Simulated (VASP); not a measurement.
Cd: single point with PBE+U

The system is Cd.

```
Cd
1.0
     2.97887    0.00000    0.00000
    -1.48944    2.57978    0.00000
     0.00000    0.00000    5.61765
Cd
2
Direct
  0.33333 0.66667 0.25000
  0.66667 0.33333 0.75000
```

```
Program             : VASP 6.6.1
Task                : single point
Functional          : PBE
Potentials or basis : VASP PAW PBE potentials, release 64 (Cd)
Cutoff              : 500 eV
k mesh              : 3 × 2 × 2, shifted
Occupations         : gaussian, width 0.1 eV
Spin                : no spin polarisation
Hubbard terms       : Cd d U = 2.2 eV
```

The pressure is 2.6 GPa. The largest force is 0.033 eV/Å and the band gap on the k mesh is zero (bands 12 and 13 overlap by 2.28 eV).

Forces on the atoms (eV/Å):
```
Cd  -0.032  0.011  0.000
Cd   0.032 -0.011  0.000
```

Stress tensor (GPa, compression positive):
```
  4.33   5.71   0.00
  5.71 -10.45   0.00
  0.00   0.00  14.07
```

Levels at points of the mesh, in eV from the Fermi level:
```
           k point  band 8  band 9  band 10  band 11  band 12  band 13  band 14  band 15  band 16  band 17
(0.17, 0.25, 0.00)   -9.57   -9.52    -9.30    -5.28    -0.49     0.94     3.42     5.39     8.09     8.88
```

Eigenvalues of the final occupation matrices:
| site | spin | trace | eigenvalues |
| --- | --- | --- | --- |
| site 1 d | 1 | 4.81 | 0.95 0.96 0.96 0.96 0.97 |
| site 1 d | 2 | 4.81 | 0.95 0.96 0.96 0.96 0.97 |
| site 2 d | 1 | 4.81 | 0.95 0.96 0.96 0.96 0.97 |
| site 2 d | 2 | 4.81 | 0.95 0.96 0.96 0.96 0.97 |

It took 7.4 s on 1 thread of Intel(R) Xeon(R) Platinum 8559C (Emerald Rapids), with other jobs on the host, peak memory 0.15 GiB.

Caveat: the k points lie up to 1.07 Å⁻¹ apart, too coarse for converged energies and pressures of a metal; U without spin polarisation on a metal has little footing; the U is typed as a test and isn't derived for this compound.
